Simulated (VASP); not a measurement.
Write the native input for VASP 6.6.1 that does the following.

| Item | Value |
| --- | --- |
| Task | single point |
| Functional | PBE |
| Potentials or basis | VASP PAW PBE potentials, release 64 (Ba_sv, Ti_sv, O) |
| Cutoff | 520 eV |
| k mesh | 8 × 8 × 8 |
| Occupations | gaussian, width 0.02 eV |
| Spin | no spin polarisation |
| Hubbard terms | Ti d U = 4.0 eV |
| Dipole correction | no |
| Further INCAR settings | ALGO = Normal; EDIFF = 1e-06; NBANDS = 28 |

The structure of BaTiO3 lies in POSCAR:

```
BaTiO3
1.0
    3.8722250013      0.0000000000      0.0000000000
    0.0000000000      3.8722250013      0.0000000000
    0.0000000000      0.0000000000      3.8722250013
Ba Ti O
1 1 3
Direct
    0.5000000000      0.5000000000      0.5719993980
    0.0000000000      0.0000000000      0.0719993980
    0.0000000000      0.5000000000      0.0719993980
    0.5000000000      0.0000000000      0.0719993980
    0.0000000000      0.0000000000      0.5719993980
```

The input as run:

INCAR

```
SYSTEM = BaTiO3
PREC = Accurate ; ENCUT = 520
EDIFF = 1E-6 ; ISMEAR = 0
SIGMA = 0.02 ; LREAL = .False.
LASPH = .True. ; NELM = 150
ALGO = Normal ; ISIF = 2
LWAVE = .False. ; LCHARG = .False.
LMAXMIX = 4 ; LDAU = .True.
LDAUTYPE = 2 ; LDAUL = -1 2 -1
LDAUU = 0 4 0 ; LDAUJ = 0 0 0
LDAUPRINT = 1 ; GGA = PE
NBANDS = 28
```

KPOINTS

```
Automatic mesh
0
Gamma
  8 8 8
  0 0 0
```

Potentials or basis: VASP PAW PBE potentials, release 64 (Ba_sv, Ti_sv, O).

Launch:

```console
$ cat potpaw_PBE.64/Ba_sv/POTCAR potpaw_PBE.64/Ti_sv/POTCAR potpaw_PBE.64/O/POTCAR > POTCAR
$ mpirun -np 1 vasp_std > vasp.out
```

It gave:

The pressure is 30.3 GPa and the band gap on the k mesh is 2.44 eV, indirect (least direct gap 2.52 eV).

Caveat: spin-orbit coupling is left out, which moves the levels of the heavy elements.

It took 42 s on 1 thread of Intel(R) Xeon(R) Platinum 8488C (Sapphire Rapids) (shared host), peak memory 0.2 GiB.
